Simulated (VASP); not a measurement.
Runs of VASP 6.6.1 on WC (WC type). The structure is that of space group P-6m2 (No. 187), or close to it. The cells are those of the table. 

```csv
task,cell,cutoff (eV),gap on the mesh (eV),pressure (GPa)
single point,"a = 2.682, b = 2.682, c = 2.662 Å, angles 90.0, 90.0, 120.0°, 2 atoms",520,none,153.5
single point,"a = 2.682, b = 2.682, c = 2.661 Å, angles 90.0, 90.0, 120.0°, 2 atoms",520,none,(a)
relaxation of cell and atoms,"relaxed to 150 GPa from a = 2.682, b = 2.682, c = 2.662 Å, angles 90.0, 90.0, 120.0°, 2 atoms",600,none,150.0
relaxation of cell and atoms,"relaxed to 150 GPa from a = 2.683, b = 2.683, c = 2.629 Å, angles 90.0, 90.0, 120.0°, 2 atoms",600,none,150.0
```

Alike in all rows: level PBE; potentials or basis VASP PAW PBE potentials, release 64 (W_sv, C); no spin polarisation; k mesh 17 × 17 × 15; smearing fermi-dirac 0.08 eV.

Fill in the values left out.

(a) 154.1.

Caveats: spin-orbit coupling is left out, which moves the levels of the heavy elements; the cell stands under pressure (at least some runs); the cell is relaxed towards a set pressure, so the run minimises the enthalpy, not the energy (at least some runs).

A k mesh can miss the band edges, and the runs leave out spin-orbit coupling on W.

A gap of «none» marks levels without a gap at the run's occupations.
